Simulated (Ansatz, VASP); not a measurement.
Two plane-wave programs on In

File INCAR:

```
SYSTEM = In
PREC = Accurate ; ENCUT = 520
EDIFF = 1E-6 ; ISMEAR = 0
SIGMA = 0.1 ; LREAL = .FALSE.
LASPH = .TRUE. ; NELM = 100
ALGO = Fast ; ISIF = 2
LWAVE = .FALSE. ; LCHARG = .TRUE.
GGA = PS ; LELF = .TRUE.
LVHAR = .TRUE. ; NBANDS = 34
```

Contents of KPOINTS:

```
Automatic mesh
0
G
  14 14 4
  0 0 0
```

File POSCAR:

```
In
1.0
    3.2428800377     -0.0111006847     -0.0079050331
   -1.6310534938      2.8028676426     -0.0078749709
   -0.0253793146     -0.0438468159     10.5528270269
In
4
Direct
    0.0000000000      0.0000000000      0.0000000000
    0.2726515167      0.7273484833      0.2500000000
    0.0000000000      0.0000000000      0.5000000000
    0.7273484833      0.2726515167      0.7500000000
```

Input for Ansatz:

```yaml
crystal:
  lattice:
    - [3.2428800377, -0.0111006847, -0.0079050331]
    - [-1.6310534938, 2.8028676426, -0.0078749709]
    - [-0.0253793146, -0.0438468159, 10.5528270269]
  atoms:
    - { symbol: In, position: [0.0, 0.0, 0.0] }
    - { symbol: In, position: [0.2726515167, 0.7273484833, 0.25] }
    - { symbol: In, position: [0.0, 0.0, 0.5] }
    - { symbol: In, position: [0.7273484833, 0.2726515167, 0.75] }
basis:
  ecutwfc: 420
kpoints:
  mp_grid: { grid: [14, 14, 4] }
hamiltonian:
  xc: pbesol
scf:
  occupations: { method: gaussian, width: 0.1 }
output:
  forces: true
  stress: true
  eigenvalues: true
  populations: true
```

Alike in both runs: task single point; functional PBEsol; k mesh 14 × 14 × 4; occupations gaussian, width 0.1 eV; no spin polarisation.

|  | VASP | Ansatz |
| --- | --- | --- |
| version | VASP 6.6.1 | Ansatz 0.2.0 |
| potentials or method | VASP PAW PBE potentials, release 64 (In_d), cutoff 520 eV | scalar-relativistic, plane waves, PAW |
| valence electrons in the cell | 52 | 52 |

VASP gave:

- gap on the k mesh at the Fermi level (eV): none
- pressure (GPa): 3.9
- traceless stress, the component that is largest in VASP (GPa): 1.16
- rms of the force components (eV/Å): 0.049

**Question.** What did Ansatz give for the same quantities?

**Answer.** gap on the k mesh at the Fermi level (eV): none; pressure (GPa): 3.9; traceless stress, the component that is largest in VASP (GPa): 1.15; rms of the force components (eV/Å): 0.048.

VASP's potentials were made for PBE, not for PBEsol. Atom by atom the forces differ by 0.000 eV/Å (rms over components). A gap of «none» marks a metal or a gap that the smearing closes. The functional is the same, so the differences come from potentials, cutoffs and numerics. Ansatz's warnings: near symmetry operations not taken.
